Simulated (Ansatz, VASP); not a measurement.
One calculation of C, two programs

POSCAR

```
C
1.0
    0.0000000000      1.8792371979      1.5973516182
    1.8792371979      0.0000000000      1.5973516182
    1.8792371979      1.8792371979      0.0000000000
C
2
Direct
    0.5000000000      0.5000000000      0.5000000000
    0.7500000000      0.7500000000      0.7500000000
```

INCAR.step1

```
PREC = Accurate
ENCUT = 910
ISMEAR = 0
SIGMA = 0.05
LREAL = False
LASPH = True
NELM = 120
NBANDS = 11
GGA = PE
ALGO = Normal
EDIFF = 1E-5
LWAVE = True
LCHARG = False
GGA_COMPAT = False
```

Contents of INCAR.step2:

```
PREC = Accurate
ENCUT = 910
EDIFF = 1E-6
ISMEAR = 0
SIGMA = 0.05
LREAL = False
LASPH = True
NELM = 120
ALGO = Normal
ISIF = 2
LWAVE = False
LCHARG = True
METAGGA = R2SCAN
LMIXTAU = True
LELF = True
LVHAR = True
NBANDS = 11
ISTART = 1
GGA_COMPAT = False
```

KPOINTS

```
Automatic mesh
0
Gamma
  12 12 12
```

Input for Ansatz:

```yaml
crystal:
  lattice:
    - [0.0, 1.8792371979, 1.5973516182]
    - [1.8792371979, 0.0, 1.5973516182]
    - [1.8792371979, 1.8792371979, 0.0]
  atoms:
    - { symbol: C, position: [0.5, 0.5, 0.5] }
    - { symbol: C, position: [0.75, 0.75, 0.75] }
basis:
  ecutwfc: 500
kpoints:
  mp_grid: { grid: [12, 12, 12] }
hamiltonian:
  xc: r2scan
scf:
  occupations: { method: gaussian, width: 0.05 }
output:
  forces: true
  stress: true
  eigenvalues: true
```

Alike in both runs: task single point; functional r2SCAN; k mesh 12 × 12 × 12; occupations gaussian, width 0.05 eV; no spin polarisation.

|  | VASP | Ansatz |
| --- | --- | --- |
| version | VASP 6.6.1 | Ansatz 0.2.0 |
| potentials or method | VASP PAW PBE potentials, release 64 (C_h), cutoff 910 eV | scalar-relativistic, plane waves, PAW |
| valence electrons in the cell | 8 | 8 |

```tsv
	VASP	Ansatz	Ansatz less VASP
gap on the k mesh at the Fermi level (eV)	0.34	0.34	0.000
least direct gap on the mesh (eV)	3.29	3.29	+0.003
```

VASP's potentials were made for PBE, not for r2SCAN.

Noted on VASP's run: the cutoff is short for stress, so the pressure is rough.
